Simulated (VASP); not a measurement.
Tc, 1 atom in the cell. The structure is cubic, space group Fm-3m (No. 225). The conventional cell has a = 3.900 Å, b = 3.900 Å, c = 3.900 Å, α = 90.00°, β = 90.00°, γ = 90.00°. Tc (site symmetry m-3m) has 12 Tc at 2.76 Å within 3.6 Å. This isn't the form of Tc at room conditions, which is hcp.

```yaml
Program: VASP 6.6.1
Task: relaxation of cell and atoms
Functional: RPBE
Potentials_or_basis: VASP PAW PBE potentials, release 64 (Tc_pv)
Cutoff: 600 eV
k_mesh: 13 × 13 × 13
Occupations: methfessel-paxton, width 0.2 eV
Spin: no spin polarisation
Dipole_correction: no
Further_INCAR_settings: ALGO = Normal; EDIFF = 1e-06; IBRION = 2; EDIFFG = -0.01; NSW = 60; ISIF = 3
```

Potentials or basis: VASP PAW PBE potentials, release 64 (Tc_pv).

Command:

```sh
$ cat potpaw_PBE.64/Tc_pv/POTCAR > POTCAR
$ mpirun -np 1 vasp_std > vasp.out
```

Hardware: 1 thread of Intel Xeon 8259CL, on a shared host.

Task: How long does it take, and how much memory?

Result: Wall time 38 s on 1 thread of Intel Xeon 8259CL, with other jobs on the host, peak memory 0.15 GiB. Counts: scf iterations 25, k points 84, ion steps 3.
